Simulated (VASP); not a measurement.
# GaN in VASP: settings compared, part 2 of 2

VASP 6.6.1.

## (5) Single point, r2SCAN (strain along [111] -5.2%)

POSCAR

```
GaN
1.0
   -0.0779636881      2.1709888534      2.1709888534
    2.1709888534     -0.0779636881      2.1709888534
    2.1709888534      2.1709888534     -0.0779636881
Ga N
1 1
Direct
   -0.0033551130     -0.0033551130     -0.0033551130
    0.2533551130      0.2533551130      0.2533551130
```

INCAR.step1

```
PREC = Accurate
ENCUT = 520
ISMEAR = 0
SIGMA = 0.01
LREAL = F
LASPH = T
NELM = 100
NBANDS = 16
GGA = PE
ALGO = Normal
EDIFF = 1E-4
LWAVE = T
LCHARG = F
```

INCAR.step2

```
PREC = Accurate
ENCUT = 520
EDIFF = 1E-6
ISMEAR = 0
SIGMA = 0.01
LREAL = F
LASPH = T
NELM = 100
ALGO = Normal
ISIF = 2
LWAVE = F
LCHARG = T
METAGGA = R2SCAN
LMIXTAU = T
LELF = T
LVHAR = T
NBANDS = 16
ISTART = 1
```

KPOINTS

```
regular mesh
0
Gamma
  10 10 10
```

Potentials or basis: VASP PAW PBE potentials, release 64 (Ga_d, N).

Run with:

```console
$ cat potpaw_PBE.64/Ga_d/POTCAR potpaw_PBE.64/N/POTCAR > POTCAR
$ cp INCAR.step1 INCAR
$ mpirun -np 1 vasp_std > vasp.out
$ cp INCAR.step2 INCAR
$ mpirun -np 1 vasp_std > vasp.out
```

OUTCAR:

```text
PREC = Accurate
   ENCUT = 520
   EDIFF = 1E-6
   ISMEAR = 0
   LREAL = F
   LASPH = T
   NELM = 100
   ISIF = 2
   METAGGA = R2SCAN
   ISTART = 1

 ion  position               nearest neighbor table
   1  0.997  0.997  0.997-   2 1.90   2 1.92   2 1.92   2 1.92
   2  0.253  0.253  0.253-   1 1.90   1 1.92   1 1.92   1 1.92

  LATTYP: Found a trigonal (rhomboedric) cell.
 ALAT       =     3.0712315998
 COS(alpha) =     0.4637893364

  Lattice vectors:

 A1 = (  -0.0779636881,   2.1709888534,   2.1709888534)
 A2 = (   2.1709888534,  -0.0779636881,   2.1709888534)
 A3 = (   2.1709888534,   2.1709888534,  -0.0779636881)

Analysis of symmetry for initial positions (statically):
=====================================================================
 Subroutine PRICEL returns:
 Original cell was already a primitive cell.

 Routine SETGRP: Setting up the symmetry group for a
 trigonal (rhombohedral) supercell.

 Subroutine GETGRP returns: Found  6 space group operations
[... 156 lines left out ...]

 Free energy of the ion-electron system (eV)
  ---------------------------------------------------
  ext. energy  EPLUGINS =         0.00000000
  ---------------------------------------------------
  free energy    TOTEN  =       -21.80378914 eV

  energy without entropy =      -21.80378914  energy(sigma->0) =      -21.80378914

 E-fermi :   6.0937     XC(G=0): -12.9924

 val. band max:        5.9247083657   @ k =   0.0000   0.0000   0.0000
 cond. band min:       8.1236845009   @ k =   0.0000   0.0000   0.0000
 fundamental gap:      2.1989761353
 Fermi energy:         6.0936814606

 k-point     1 :       0.0000    0.0000    0.0000
  band No.  band energies     occupation
      1     -11.5704      2.00000
      2      -8.2253      2.00000
      3      -8.2253      2.00000
      4      -8.1968      2.00000
      5      -7.7986      2.00000
      6      -7.7986      2.00000
[... 433 lines left out ...]
      3      -7.9428      2.00000
      4      -7.9268      2.00000
      5      -7.7263      2.00000
      6      -7.0277      2.00000
[... 8 lines left out ...]
     15      29.5198      0.00000
     16      30.0359      0.00000

 [... further k-points ...]
[... 5 lines left out ...]
  --------------------------------------------------------------------------------------
  -------------------------------------------------------------------------------------
  Total        1.7380020      1.7380020      1.7380020      0.7675174      0.7675174      0.7675174
  in kB      129.1164730    129.1164730    129.1164730     57.0190013     57.0190013     57.0190013
  external PRESSURE =     129.1164730 kB  Pullay stress =       0.0000000 kB

 VOLUME and BASIS-vectors are now :
 -----------------------------------------------------------------------------
  energy-cutoff  :      520.00
  volume of cell :       21.57
      direct lattice vectors                 reciprocal lattice vectors
    -0.077963688  2.170988853  2.170988853    -0.218260696  0.226390750  0.226390750
     2.170988853 -0.077963688  2.170988853     0.226390750 -0.218260696  0.226390750
     2.170988853  2.170988853 -0.077963688     0.226390750  0.226390750 -0.218260696

 POSITION                                       TOTAL-FORCE (eV/Angst)
 -----------------------------------------------------------------------------------
      4.24971      4.24971      4.24971        -0.010949     -0.010949     -0.010949
      1.08031      1.08031      1.08031         0.010949      0.010949      0.010949
 -----------------------------------------------------------------------------------
    total drift:                               -0.001201     -0.001201     -0.001200

  FREE ENERGIE OF THE ION-ELECTRON SYSTEM (eV)
  ---------------------------------------------------
  free  energy   TOTEN  =       -21.8037891428 eV

  energy  without entropy=      -21.8037891428  energy(sigma->0) =      -21.80378914
```

OSZICAR.step1:

```text
N       E                     dE             d eps       ncg     rms          rms(c)
DAV:   1     0.767643732152E+02    0.76764E+02   -0.93747E+03  4272   0.205E+03
DAV:   2    -0.900401938431E+01   -0.85768E+02   -0.80501E+02  4312   0.319E+02
DAV:   3    -0.140614467307E+02   -0.50574E+01   -0.50403E+01  4280   0.673E+01
DAV:   4    -0.141163019112E+02   -0.54855E-01   -0.54850E-01  4744   0.740E+00
DAV:   5    -0.141170324069E+02   -0.73050E-03   -0.73049E-03  4344   0.761E-01    0.794E+00
DAV:   6    -0.120068134047E+02    0.21102E+01   -0.48680E+00  5640   0.418E+01    0.268E+00
DAV:   7    -0.120185655225E+02   -0.11752E-01   -0.35151E-01  4160   0.645E+00    0.180E+00
DAV:   8    -0.120143248511E+02    0.42407E-02   -0.48891E-02  4272   0.337E+00    0.690E-01
DAV:   9    -0.120106764527E+02    0.36484E-02   -0.14103E-02  5616   0.292E+00    0.171E-01
DAV:  10    -0.120109401034E+02   -0.26365E-03   -0.15438E-03  4408   0.585E-01    0.717E-02
DAV:  11    -0.120108505418E+02    0.89562E-04   -0.24469E-04  3528   0.243E-01
   1 F= -.12010851E+02 E0= -.12010851E+02  d E =-.245130-110
```

It took 47 s on 1 thread of Intel Xeon 6975P-C (Granite Rapids), shared host; peak memory 0.17 GiB.

What came out:

- Free energy: -21.8038 eV
- Pressure: 12.9 GPa
- Largest force: 0.019 eV/Å
- Band gap on the k mesh: 2.20 eV, direct

Forces on the atoms (eV/Å):
```
Ga  -0.011 -0.011 -0.011
N    0.011  0.011  0.011
```

Caveat: the cell differs from its parent crystal (strain along [111] -5.2%); the PAW data sets were made with another functional, which shifts forces and pressure a little.

## (6) Single point, HSE06 (strain +5.6%)

POSCAR

```
GaN
1.0
    0.0000000000      2.3757934649      2.3757934649
    2.3757934649      0.0000000000      2.3757934649
    2.3757934649      2.3757934649      0.0000000000
Ga N
1 1
Direct
    0.0000000000      0.0000000000      0.0000000000
    0.2500000000      0.2500000000      0.2500000000
```

INCAR.step1

```
PREC     = Accurate       # precision mode
ENCUT    = 520            # plane-wave cutoff, eV
EDIFF    = 1E-5           # SCF threshold, eV
ISMEAR   = 0              # smearing method
SIGMA    = 0.01           # smearing width, eV
LREAL    = False          # projectors in reciprocal space
LASPH    = True           # aspherical terms in the spheres
NELM     = 100            # most SCF steps
ALGO     = Normal         # electronic algorithm
ISIF     = 2              # what is computed and relaxed
LWAVE    = True           # write WAVECAR
LCHARG   = False          # write CHGCAR
GGA      = PE             # functional
NBANDS   = 16             # bands
```

INCAR.step2

```
PREC     = Accurate       # precision mode
ENCUT    = 520            # plane-wave cutoff, eV
EDIFF    = 1E-6           # SCF threshold, eV
ISMEAR   = 0              # smearing method
SIGMA    = 0.01           # smearing width, eV
LREAL    = False          # projectors in reciprocal space
LASPH    = True           # aspherical terms in the spheres
NELM     = 100            # most SCF steps
ALGO     = Normal         # electronic algorithm
ISIF     = 2              # what is computed and relaxed
LWAVE    = False          # write WAVECAR
LCHARG   = False          # write CHGCAR
GGA      = PE             # functional
LHFCALC  = True           # exact exchange
HFSCREEN = 0.2079         # screening, 1/A
PRECFOCK = Normal       
ISTART   = 1            
NBANDS   = 16             # bands
```

KPOINTS

```
Automatic mesh
0
Gamma
  6 6 6
```

Potentials or basis: VASP PAW PBE potentials, release 64 (Ga_d, N).

Run with:

```console
$ cat potpaw_PBE.64/Ga_d/POTCAR potpaw_PBE.64/N/POTCAR > POTCAR
$ cp INCAR.step1 INCAR
$ mpirun -np 1 vasp_std > vasp.out
$ cp INCAR.step2 INCAR
$ mpirun -np 1 vasp_std > vasp.out
```

It took 21 min on 1 thread of AMD EPYC 9R45 (Zen 5), shared host; peak memory 0.24 GiB.

It converged, with:

```
Free energy            : -14.4036 eV
Pressure               : -22.7 GPa
Band gap on the k mesh : 1.79 eV, direct
```

Levels at points of the mesh, in eV from the valence-band top:
| k point | band 6 | band 7 | band 8 | band 9 | band 10 | band 11 | band 12 | band 13 |
| --- | --- | --- | --- | --- | --- | --- | --- | --- |
| (0.00, 0.00, 0.00) | -15.48 | 0.00 | 0.00 | 0.00 | 1.79 | 10.81 | 10.81 | 10.81 |
| (0.50, 0.00, 0.00) | -13.59 | -6.57 | -0.86 | -0.86 | 4.88 | 9.49 | 10.97 | 10.97 |
| (0.50, 0.50, 0.00) | -13.05 | -5.93 | -2.40 | -2.40 | 4.31 | 7.10 | 12.33 | 14.25 |

Caveat: the cell differs from its parent crystal (strain +5.6%); the PAW data sets were made with another functional, which shifts forces and pressure a little.

## (7) The runs side by side

```csv
level,cell,k mesh,smearing,grid for exact exchange (PRECFOCK),screening parameter,gap on the mesh (eV),pressure (GPa),largest force (eV/Å)
PBE,"a = 3.360 Å, angles 60.0°, 2 atoms",10 × 10 × 10,fermi-dirac 0.02 eV,-,-,0.71,-16.5,-
r2SCAN,"a = 3.360 Å, angles 60.0°, 2 atoms",10 × 10 × 10,gaussian 0.01 eV,-,-,1.07,-22.0,-
PBE,"a = 3.071 Å, angles 62.4°, 2 atoms",10 × 10 × 10,fermi-dirac 0.02 eV,-,-,1.80,18.0,0.04
r2SCAN,"a = 3.071 Å, angles 62.4°, 2 atoms",10 × 10 × 10,gaussian 0.01 eV,-,-,2.20,12.9,0.02
HSE06,"a = 3.360 Å, angles 60.0°, 2 atoms",6 × 6 × 6,gaussian 0.01 eV,Normal,0.2079 1/Å,1.79,-22.7,-
```

Alike in all rows: task single point; potentials or basis VASP PAW PBE potentials, release 64 (Ga_d, N); no spin polarisation; cutoff (eV) 520.

Caveats: the PAW data sets were made with another functional, which shifts forces and pressure a little (some runs).

Absolute energies hang on the potentials; compare differences alone.
